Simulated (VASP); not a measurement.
# Mg3O4 in VASP: a series of runs

Runs on Mg3O4. Level: PBE. Tasks: single point.

Program: VASP 6.6.1. These are calculated values, not measurements. Logs are shortened: lines on timing, memory, paths and dates and some standing lists are left out, and cuts for length are marked.

## Step 1: The cell of the first run

The cell holds a slab with vacuum, 7 atoms: a = 3.009 Å, b = 3.009 Å, c = 19.780 Å, α = 90.00°, β = 90.00°, γ = 90.00°.

## Step 2: Single point, PBE, collinear spin

Input file INCAR:

```
PREC = Accurate ; ENCUT = 520
EDIFF = 1E-7 ; ISMEAR = 0
SIGMA = 0.05 ; LREAL = False
LASPH = True ; NELM = 150
ALGO = Normal ; ISIF = 2
LWAVE = False ; LCHARG = False
ISPIN = 2 ; MAGMOM = 0 0 0 0 0 0 2
LORBIT = 11 ; LDIPOL = True
IDIPOL = 3 ; DIPOL = 0.5 0.5 0.335
GGA = PE ; NBANDS = 28
```

Input file KPOINTS:

```
Automatic mesh
0
Gamma
  9 9 1
```

Input file POSCAR:

```
Mg3O4
1.0
    3.0085896345      0.0000000000      0.0000000000
    0.0000000000      3.0085896345      0.0000000000
    0.0000000000      0.0000000000     19.7799623498
Mg O
3 4
Direct
    0.5000000000      0.5000000000      0.2022248541
    0.0000000000      0.0000000000      0.3100331121
    0.5000000000      0.5000000000      0.4161289127
    0.0000000000      0.0000000000      0.2022248541
    0.5000000000      0.5000000000      0.3095409237
    0.0000000000      0.0000000000      0.4186035445
    0.1250000000      0.1250000000      0.4883764506
```

Potentials or basis: VASP PAW PBE potentials, release 64 (Mg, O).

Command:

```sh
cat potpaw_PBE.64/Mg/POTCAR potpaw_PBE.64/O/POTCAR > POTCAR
mpirun -np 1 vasp_std > vasp.out
```

OUTCAR:

```text
PREC = Accurate
   ENCUT = 520
   EDIFF = 1E-7
   ISMEAR = 0
   LREAL = False
   LASPH = True
   NELM = 150
   ISIF = 2
   ISPIN = 2
   LORBIT = 11
   GGA = PE

 ion  position               nearest neighbor table
   1  0.500  0.500  0.202-   5 2.12   4 2.13   4 2.13   4 2.13   4 2.13   2 3.01   2 3.01   2 3.01
                             2 3.01
   2  0.000  0.000  0.310-   5 2.13   5 2.13   5 2.13   5 2.13   4 2.13   6 2.15   3 2.99   3 2.99
                             3 2.99   3 2.99   1 3.01   1 3.01   1 3.01   1 3.01
   3  0.500  0.500  0.416-   5 2.11   6 2.13   6 2.13   6 2.13   6 2.13   7 2.14   7 2.62   7 2.62
                             2 2.99   2 2.99   2 2.99   2 2.99
   4  0.000  0.000  0.202-   1 2.13   1 2.13   1 2.13   1 2.13   2 2.13
   5  0.500  0.500  0.310-   3 2.11   1 2.12   2 2.13   2 2.13   2 2.13   2 2.13
   6  0.000  0.000  0.419-   7 1.48   3 2.13   3 2.13   3 2.13   3 2.13   2 2.15
   7  0.125  0.125  0.488-   6 1.48   3 2.14   3 2.62   3 2.62

  LATTYP: Found a simple tetragonal cell.
 ALAT       =     3.0085896345
 C/A-ratio  =     6.5744966090

  Lattice vectors:

 A1 = (   3.0085896345,   0.0000000000,   0.0000000000)
 A2 = (   0.0000000000,   3.0085896345,   0.0000000000)
 A3 = (   0.0000000000,   0.0000000000,  19.7799623498)

Analysis of symmetry for initial positions (statically):
=====================================================================
 Subroutine PRICEL returns:
 Original cell was already a primitive cell.

 Routine SETGRP: Setting up the symmetry group for a
 simple tetragonal supercell.

 Subroutine GETGRP returns: Found  2 space group operations
 (whereof  2 operations were pure point group operations)
 out of a pool of 16 trial point group operations.

The static configuration has the point symmetry C_1h.

Analysis of symmetry for dynamics (positions and initial velocities):
=====================================================================
 Subroutine PRICEL returns:
 Original cell was already a primitive cell.

 Routine SETGRP: Setting up the symmetry group for a
 simple tetragonal supercell.

 Subroutine GETGRP returns: Found  2 space group operations
 (whereof  2 operations were pure point group operations)
 out of a pool of 16 trial point group operations.

The dynamic configuration has the point symmetry C_1h.

Analysis of structural, dynamic, and magnetic symmetry:
=====================================================================
 Subroutine PRICEL returns:
 Original cell was already a primitive cell.

 Routine SETGRP: Setting up the symmetry group for a
 simple tetragonal supercell.

 Subroutine GETGRP returns: Found  2 space group operations
 (whereof  2 operations were pure point group operations)
 out of a pool of 16 trial point group operations.

The overall configuration has the point symmetry C_1h.

 Subroutine INISYM returns: Found  2 space group operations
 (whereof  2 operations are pure point group operations),
 and found     1 'primitive' translations

----------------------------------------------------------------------------------------

                                     Primitive cell

  volume of cell :     179.0405

  direct lattice vectors                    reciprocal lattice vectors
     3.008589634  0.000000000  0.000000000     0.332381654  0.000000000  0.000000000
     0.000000000  3.008589634  0.000000000     0.000000000  0.332381654  0.000000000
     0.000000000  0.000000000 19.779962350     0.000000000  0.000000000  0.050556214

  length of vectors
     3.008589634  3.008589634 19.779962350     0.332381654  0.332381654  0.050556214

  position of ions in fractional coordinates (direct lattice)
     0.500000000  0.500000000  0.202224854
     0.000000000  0.000000000  0.310033112
     0.500000000  0.500000000  0.416128913
     0.000000000  0.000000000  0.202224854
     0.500000000  0.500000000  0.309540924
     0.000000000  0.000000000  0.418603545
     0.125000000  0.125000000  0.488376451

  ion indices of the primitive-cell ions
   primitive index   ion index
                 1           1
                 2           2
                 3           3
                 4           4
                 5           5
                 6           6
                 7           7

[... 61 lines left out ...]
   PREC   = accura    normal or accurate (medium, high low for compatibility)
   ISTART =      0    job   : 0-new  1-cont  2-samecut
   ICHARG =      2    charge: 1-file 2-atom 10-const
   ISPIN  =      2    spin polarized calculation?
   LNONCOLLINEAR =      F non collinear calculations
   LSORBIT =      F    spin-orbit coupling
   LASPH  =      T    aspherical Exc in radial PAW
   ENCUT  =  520.0 eV  38.22 Ry    6.18 a.u.   5.59  5.59 36.78*2*pi/ulx,y,z
   NELM   =    150;   NELMIN=  2; NELMDL= -5     # of ELM steps
   EDIFF  = 0.1E-06   stopping-criterion for ELM
   LREAL  =      F    real-space projection
   EDIFFG = 0.1E-05   stopping-criterion for IOM
   NSW    =      0    number of steps for IOM
   IBRION =     -1    ionic relax: 0-MD 1-quasi-New 2-CG
   NFREE  =      0    steps in history (QN), initial steepest desc. (CG)
   ISIF   =      2    stress and relaxation
   ISYM   =      2    0-nonsym 1-usesym 2-fastsym
   POTIM  = 0.5000    time-step for ionic-motion
   TEBEG  =    0.0;   TEEND  =   0.0 temperature during run
   PSTRESS=    0.0 pullay stress
   NELECT =      30.0000    total number of electrons
   NUPDOWN=      -1.0000    fix difference up-down
   EMIN   =  10.00;   EMAX   =-10.00  energy-range for DOS
   EFERMI =   0.00;   METHOD = LEGACY
   ISMEAR =     0;   SIGMA  =   0.05  broadening in eV -4-tet -1-fermi 0-gaus
   EFERMI_NEDOS =   21; number of points for ismear=-14 and -15
   IALGO  =     38    algorithm
   IMIX   =      4    mixing-type and parameters
     AMIX     =   0.40;   BMIX     =  1.00
     AMIX_MAG =   1.60;   BMIX_MAG =  1.00
  volume/ion in A,a.u.               =      25.58       172.60
  Fermi-wavevector in a.u.,A,eV,Ry     =   0.902537  1.705547 11.082928  0.814572
  Thomas-Fermi vector in A             =   2.025752
   LORBIT       =     11    0 simple, 1 ext, 2 COOP (PROOUT), +10 PAW based schemes
   GGA     = PE    functional components
   LHFCALC =     F    Hartree Fock is set to
   AEXX    =    0.0000 exact exchange contribution
   IVDW    =     0    specifies the selected vdW correction
   LEPSILON=     F    determine dielectric tensor
   LRPA    =     F    only Hartree local field effects (RPA)
 spin polarized calculation
 Gauss-broadening in eV      SIGMA  =   0.05
  energy-cutoff  :      520.00
  volume of cell :      179.04
 maximum number of plane-waves:      4849
   NGX = 11   NGY = 11   NGZ = 73

 number of electron      30.0000005 magnetization      -0.0002539

 number of electron      30.0000005 magnetization       0.0014401

 dipolmoment           0.000000      0.000000      0.303384 electrons x Angstroem

 Free energy of the ion-electron system (eV)
  ---------------------------------------------------
  ext. energy  EPLUGINS =         0.00000000
  ---------------------------------------------------
  free energy    TOTEN  =       -37.75408176 eV

  energy without entropy =      -37.75282483  energy(sigma->0) =      -37.75345329

 E-fermi :  -0.8346     XC(G=0):  -4.8263

 val. band max:       -0.8347936337   @ k =   0.0000   0.0000   0.0000
 cond. band min:      -0.6809603406   @ k =   0.1111   0.0000   0.0000
 fundamental gap:      0.1538332931
 Fermi energy:        -0.8345997807

 spin component 1

 k-point     1 :       0.0000    0.0000    0.0000
  band No.  band energies     occupation
      1     -23.3473      1.00000
      2     -21.2591      1.00000
      3     -20.2670      1.00000
      4     -16.3264      1.00000
      5      -8.1823      1.00000
      6      -7.0306      1.00000
[... 709 lines left out ...]
     26       7.9291      0.00000
     27       8.4605      0.00000

 [... further k-points ...]

 spin component 2

 k-point     1 :       0.0000    0.0000    0.0000
  band No.  band energies     occupation
      1     -23.3467      1.00000
      2     -21.2591      1.00000
      3     -20.2670      1.00000
      4     -16.3249      1.00000
      5      -8.1820      1.00000
      6      -7.0304      1.00000
[... 709 lines left out ...]
     26       7.9250      0.00000
     27       8.4596      0.00000

 [... further k-points ...]

 [bands above 27 left out]

------------------------ aborting loop because EDIFF is reached ----------------------------------------

 vacuum level on the upper side and lower side of the slab       (xc-potential included)         2.949        -3.194

  FORCE on cell =-STRESS in cart. coord.  units (eV):
  Direction    XX          YY          ZZ          XY          YZ          ZX
  --------------------------------------------------------------------------------------
  -------------------------------------------------------------------------------------
  Total       -1.2051141     -1.2051141      0.2475680      0.4170060      0.9839505      0.9839773
  in kB      -10.7841859    -10.7841859      2.2154084      3.7316555      8.8050626      8.8053025
  external PRESSURE =      -6.4509878 kB  Pullay stress =       0.0000000 kB

 VOLUME and BASIS-vectors are now :
 -----------------------------------------------------------------------------
  energy-cutoff  :      520.00
  volume of cell :      179.04
      direct lattice vectors                 reciprocal lattice vectors
     3.008589634  0.000000000  0.000000000     0.332381654  0.000000000  0.000000000
     0.000000000  3.008589634  0.000000000     0.000000000  0.332381654  0.000000000
     0.000000000  0.000000000 19.779962350     0.000000000  0.000000000  0.050556214

 POSITION                                       TOTAL-FORCE (eV/Angst)
 -----------------------------------------------------------------------------------
      1.50429      1.50429      4.00000         0.001754      0.001754      0.183435
      0.00000      0.00000      6.13244         0.065201      0.065201     -0.367117
      1.50429      1.50429      8.23101        -0.010532     -0.010532      3.243935
      0.00000      0.00000      4.00000         0.003289      0.003289     -0.179791
      1.50429      1.50429      6.12271         0.086250      0.086250      0.269988
      0.00000      0.00000      8.27996        -1.111761     -1.111761     -3.346260
      0.37607      0.37607      9.66007         0.965799      0.965799      0.195811
 -----------------------------------------------------------------------------------
    total drift:                                0.000163      0.000163     -0.001672

  FREE ENERGIE OF THE ION-ELECTRON SYSTEM (eV)
  ---------------------------------------------------
  free  energy   TOTEN  =       -37.7540817584 eV

  energy  without entropy=      -37.7528248315  energy(sigma->0) =      -37.75345329

 vacuum level on the upper side and lower side of the slab         7.023         0.698

 total charge

# of ion       s       p       d       tot
------------------------------------------
    1        0.142   0.149   0.061   0.352
    2        0.144   0.166   0.073   0.383
    3        0.129   0.156   0.071   0.356
    4        1.544   3.491   0.000   5.035
    5        1.544   3.540   0.000   5.084
    6        1.548   3.495   0.000   5.042
    7        1.612   3.234   0.000   4.845
--------------------------------------------------
tot          6.663  14.230   0.205  21.098

 magnetization (x)

# of ion       s       p       d       tot
------------------------------------------
    1       -0.000  -0.000  -0.000  -0.000
    2       -0.000  -0.000  -0.000  -0.000
    3       -0.000  -0.000   0.000  -0.000
    4       -0.000   0.000   0.000   0.000
    5       -0.000  -0.000   0.000  -0.000
    6        0.000   0.000   0.000   0.000
    7        0.000   0.001   0.000   0.001
--------------------------------------------------
tot         -0.000   0.001   0.000   0.001
```

Wall time 3.2 min (1 thread of Intel Xeon 6975P-C (Granite Rapids), shared host); peak memory 0.44 GiB.

Results:

```
Free energy                                           : -37.7541 eV
Largest force                                         : 3.697 eV/Å
Band gap on the k mesh                                : 0.04 eV (least direct gap 0.15 eV)
Net moment                                            : 0.00 μB per cell
Valence electrons inside the program's atomic spheres : Mg 0.35, 0.38, 0.36; O 5.04, 5.08, 4.84 (each value once)
```

Forces on the atoms (eV/Å):
```
Mg   0.002  0.002  0.183
Mg   0.065  0.065 -0.367
Mg  -0.011 -0.011  3.244
O    0.003  0.003 -0.180
O    0.086  0.086  0.270
O   -1.112 -1.112 -3.346
O    0.966  0.966  0.196
```

Caveat: the smearing spreads over this small gap; semilocal functionals underestimate gaps, and a narrow one can read as zero.

## Step 3: Single point, PBE, collinear spin

Input file INCAR:

```
  PREC = Accurate
  ENCUT = 520
  EDIFF = 1E-7
  ISMEAR = 0
  SIGMA = 0.05
  LREAL = F
  LASPH = T
  NELM = 150
  ALGO = Normal
  ISIF = 2
  LWAVE = F
  LCHARG = F
  ISPIN = 2
  MAGMOM = 0 0 0 0 0 0 2
  LORBIT = 11
  LDIPOL = T
  IDIPOL = 3
  DIPOL = 0.5 0.5 0.339
  GGA = PE
  NBANDS = 28
```

Input file KPOINTS:

```
regular mesh
0
Gamma
  9 9 1
```

POSCAR: that of step 2 with these lines changed.

```diff
@@ -14,2 +14,2 @@
     0.0000000000      0.0000000000      0.4186035445
-    0.1250000000      0.1250000000      0.4883764506
+    0.3750000000      0.3750000000      0.5172525433
```

Potentials or basis: VASP PAW PBE potentials, release 64 (Mg, O).

Command:

```sh
cat potpaw_PBE.64/Mg/POTCAR potpaw_PBE.64/O/POTCAR > POTCAR
mpirun -np 1 vasp_std > vasp.out
```

Run time: 8 min. Hardware: 1 thread of Oxide Virtual Turin-like, shared host; peak memory 0.4 GiB.

Results (log left out):

* Free energy: -37.4067 eV
* Largest force: 1.061 eV/Å
* Band gap on the k mesh: 0.41 eV (least direct gap 0.92 eV)
* Net moment: 2.00 μB per cell
* Site moments: Mg +0.00, -0.01 (each value once); O +0.00, +0.02, +0.24, +1.37 μB
* Valence electrons inside the program's atomic spheres: Mg 0.35, 0.39, 0.38; O 5.03, 5.08, 5.00, 4.63

Forces on the atoms (eV/Å):
```
Mg   0.001  0.001  0.449
Mg   0.025  0.025 -0.040
Mg   0.107  0.107  1.050
O    0.002  0.002 -0.430
O    0.030  0.030 -0.054
O   -0.009 -0.009 -0.970
O   -0.156 -0.156 -0.006
```

Levels at points of the mesh, in eV from the valence-band top:
Spin up:
```csv
k point,band 12,band 13,band 14,band 15,band 16,band 17,band 18,band 19,band 20,band 21
"(0.00, 0.00, 0.00)",-0.88,-0.88,-0.75,-0.46,-0.44,2.81,4.73,5.71,6.95,7.68
```
Spin down:
| k point | band 12 | band 13 | band 14 | band 15 | band 16 | band 17 |
| --- | --- | --- | --- | --- | --- | --- |
| (0.00, 0.00, 0.00) | -0.37 | -0.31 | -0.07 | 1.49 | 1.58 | 2.83 |

Caveat: semilocal functionals underestimate gaps, and a narrow one can read as zero.

## Step 4: Single point, PBE, collinear spin

Input file INCAR:

```
  ALGO = Normal
  DIPOL = 0.5 0.5 0.339
  EDIFF = 1E-6
  ENCUT = 520
  GGA = PE
  IDIPOL = 3
  ISIF = 2
  ISMEAR = 0
  ISPIN = 2
  LASPH = T
  LCHARG = F
  LDIPOL = T
  LORBIT = 11
  LREAL = F
  LWAVE = F
  MAGMOM = 0 0 0 0 0 0 2
  NBANDS = 28
  NELM = 150
  PREC = Accurate
  SIGMA = 0.05
```

Input file KPOINTS:

```
k-points
0
Gamma
  9 9 1
```

POSCAR: that of step 3 with these lines changed.

```diff
@@ -14,2 +14,2 @@
     0.0000000000      0.0000000000      0.4186035445
-    0.3750000000      0.3750000000      0.5172525433
+    0.2500000000      0.2500000000      0.5140191293
```

Command:

```sh
cat potpaw_PBE.64/Mg/POTCAR potpaw_PBE.64/O/POTCAR > POTCAR
mpirun -np 1 vasp_std > vasp.out
```

It took 8.8 min on 1 thread of Oxide Virtual Turin-like, shared host; peak memory 0.4 GiB.

It converged, with:

```yaml
Free_energy: -37.4175 eV
Largest_force: 1.477 eV/Å
Band_gap_on_the_k_mesh: 0.38 eV (least direct gap 0.98 eV)
Net_moment: 2.00 μB per cell
Site_moments: Mg +0.00, +0.01, -0.01; O +0.00, +0.01, +0.25, +1.36 μB
Valence_electrons_inside_the_program's_atomic_spheres: Mg 0.35, 0.39, 0.36; O 5.03, 5.08, 5.01, 4.63
```

Forces in eV/Å, atoms in the order of the input:
```
Mg   0.001  0.001  0.448
Mg   0.028  0.028 -0.065
Mg  -0.014 -0.014  1.476
O    0.002  0.002 -0.428
O    0.030  0.030 -0.026
O   -0.266 -0.266 -1.397
O    0.219  0.219 -0.008
```

Levels at points of the mesh, in eV from the valence-band top:
Spin up:
```csv
k point,band 13,band 14,band 15,band 16,band 17,band 18,band 19,band 20
"(0.00, 0.00, 0.00)",-1.24,-1.04,-0.97,-0.52,2.39,4.29,5.23,6.45
```
Spin down:
```csv
k point,band 10,band 11,band 12,band 13,band 14,band 15,band 16,band 17,band 18,band 19
"(0.00, 0.00, 0.00)",-1.28,-1.28,-0.89,-0.78,-0.01,1.54,1.72,2.45,4.34,5.36
```

Caveat: semilocal functionals underestimate gaps, and a narrow one can read as zero.

## Step 5: The runs side by side

| cell | gap on the mesh (eV) | moment (μB) | largest force (eV/Å) |
| --- | --- | --- | --- |
| as given, atomic positions A | 0.04 | 0.00 | 3.70 |
| as given, atomic positions B | 0.41 | 2.00 | 1.06 |
| as given, atomic positions C | 0.38 | 2.00 | 1.48 |

Alike in all rows: task single point; level PBE; potentials or basis VASP PAW PBE potentials, release 64 (Mg, O); spin collinear; k mesh 9 × 9 × 1; cutoff (eV) 520; smearing gaussian 0.05 eV.

Caveats: semilocal functionals underestimate gaps, and a narrow one can read as zero; the smearing spreads over this small gap (at least some runs).

Absolute energies hang on the potentials; compare differences alone.

The gap in the log of VASP goes by the Fermi energy; the results here count the filled bands.